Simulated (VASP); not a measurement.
Write the native input for VASP 6.6.1 that does the following.

* Task: single point
* Functional: PBE
* Potentials or basis: VASP PAW PBE potentials, release 64 (Co)
* Cutoff: 520 eV
* k mesh: 21 × 21 × 10
* Occupations: gaussian, width 0.1 eV
* Spin: collinear spin, ferromagnetic start
* Starting moments: [1.86, 1.86] μB
* Dipole correction: no
* Further INCAR settings: ALGO = Fast; EDIFF = 1e-07; NBANDS = 20

The structure of Co lies in POSCAR:

```
Co
1.0
    2.3906800138      0.0000000000      0.0000000000
   -1.1953400069      2.0703896243      0.0000000000
    0.0000000000      0.0000000000      3.8617807585
Co
2
Direct
    0.3333333333      0.6666666667      0.2500000000
    0.6666666667      0.3333333333      0.7500000000
```

These files were run (other wordings do the same):

INCAR

```
ALGO = Fast
EDIFF = 1E-7
ENCUT = 520
GGA = PE
ISIF = 2
ISMEAR = 0
ISPIN = 2
LASPH = T
LCHARG = T
LELF = T
LMAXMIX = 4
LORBIT = 11
LREAL = F
LVHAR = T
LWAVE = F
MAGMOM = 1.86 1.86
NBANDS = 20
NELM = 150
PREC = Accurate
SIGMA = 0.1
```

KPOINTS

```
k-points
0
Gamma
  21 21 10
```

Potentials or basis: VASP PAW PBE potentials, release 64 (Co).

Launch:

```bash
$ cat potpaw_PBE.64/Co/POTCAR > POTCAR
$ mpirun -np 1 vasp_std > vasp.out
```

It gave:

```json
{
 "Pressure": "35.6 GPa",
 "Net moment": "3.03 μB per cell",
 "Site moments": "Co +1.51 μB",
 "Valence electrons inside the program's atomic spheres": "Co 8.55"
}
```

Caveat: the cell stands under pressure.

Run time: 120 s on 1 thread of AMD EPYC 9R45 96-Core Processor (Zen 5), on a shared host, peak memory 0.23 GiB.
